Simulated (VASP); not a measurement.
Au, 2 atoms in the cell. It takes space group Fd-3m (No. 227, cubic). The conventional cell has a = 5.952 Å, b = 5.952 Å, c = 5.952 Å, α = 90.00°, β = 90.00°, γ = 90.00°. Au (site symmetry -43m) has 4 Au at 2.58 Å within 3.4 Å. 

- Program: VASP 6.6.1
- Task: single point
- Functional: LDA
- Potentials or basis: VASP PAW LDA potentials, release 64 (Au)
- Cutoff: 520 eV
- k mesh: 13 × 13 × 13
- Occupations: fermi-dirac, width 0.05 eV
- Spin: no spin polarisation
- Dipole correction: no
- Further INCAR settings: ALGO = Normal; EDIFF = 1e-06; NBANDS = 18

Potentials or basis: VASP PAW LDA potentials, release 64 (Au).

Launch:

```sh
$ cat potpaw_LDA.64/Au/POTCAR > POTCAR
$ mpirun -np 1 vasp_std > vasp.out
```

Hardware: 1 thread of Intel(R) Xeon(R) 6975P-C (Granite Rapids), on a shared host.

Task: Estimate the wall time of this run.

Result: Wall time 18 s on 1 thread of Intel(R) Xeon(R) 6975P-C (Granite Rapids) (shared host), peak memory 0.19 GiB. Counts: scf iterations 11, k points 84.
